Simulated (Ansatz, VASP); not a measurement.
**MoSe: VASP beside Ansatz**

File INCAR:

```
SYSTEM = MoSe
PREC     = Accurate       ! precision mode
ENCUT    = 520            ! plane-wave cutoff, eV
EDIFF    = 1E-6           ! SCF threshold, eV
ISMEAR   = 0              ! smearing method
SIGMA    = 0.1            ! smearing width, eV
LREAL    = .FALSE.        ! projectors in reciprocal space
LASPH    = .TRUE.         ! aspherical terms in the spheres
NELM     = 150            ! most SCF steps
ALGO     = Normal         ! electronic algorithm
ISIF     = 2              ! what is computed and relaxed
LWAVE    = .FALSE.        ! write WAVECAR
LCHARG   = .FALSE.        ! write CHGCAR
ISPIN    = 2              ! spin polarisation
MAGMOM   = 3.5 0          ! initial moments
LORBIT   = 11             ! projections on sites
LMAXMIX  = 4              ! l up to which the mixer works
GGA      = PS             ! functional
NBANDS   = 21             ! bands
```

Contents of KPOINTS:

```
regular mesh
0
G
  14 14 14
  0 0 0
```

POSCAR

```
MoSe
1.0
    0.0000000000      2.5042719588      2.5042719588
    2.5042719588      0.0000000000      2.5042719588
    2.5042719588      2.5042719588      0.0000000000
Mo Se
1 1
Direct
    0.0000000000      0.0000000000      0.0000000000
    0.5000000000      0.5000000000      0.5000000000
```

Input for Ansatz:

```yaml
crystal:
  lattice:
    - [0.0, 2.5042719588, 2.5042719588]
    - [2.5042719588, 0.0, 2.5042719588]
    - [2.5042719588, 2.5042719588, 0.0]
  atoms:
    - { symbol: Mo, position: [0.0, 0.0, 0.0], spin: 3.5 }
    - { symbol: Se, position: [0.5, 0.5, 0.5] }
basis:
  ecutwfc: 420
kpoints:
  mp_grid: { grid: [14, 14, 14] }
hamiltonian:
  xc: pbesol
scf:
  occupations: { method: gaussian, width: 0.1 }
  lower_state_search: "off"
output:
  forces: true
  stress: true
  eigenvalues: true
  populations: true
magnetization:
  spin_polarized: true
```

Alike in both runs: task single point; functional PBEsol; k mesh 14 × 14 × 14; occupations gaussian, width 0.1 eV; collinear spin.

```csv
,VASP,Ansatz
version,VASP 6.6.1,Ansatz 0.2.0
potentials or method,"VASP PAW PBE potentials, release 64 (Mo_sv, Se), cutoff 520 eV","scalar-relativistic, plane waves, PAW"
valence electrons in the cell,20,30
```

|  | VASP | Ansatz | Ansatz less VASP |
| --- | --- | --- | --- |
| gap on the k mesh at the Fermi level (eV) | none | none | - |
| pressure (GPa) | 16.7 | 16.1 | -0.58 |
| net moment per atom (μB) | 0.00 | 0.00 | -0.001 |

VASP's potentials were made for PBE, not for PBEsol. A gap of «none» marks a metal or a gap that the smearing closes. The functional is the same, so the differences come from potentials, cutoffs and numerics. VASP's potentials hold 20 valence electrons a cell and Ansatz's 30, so a difference there can come from the potentials and not from the codes. Ansatz's warnings: seeded moment not kept.
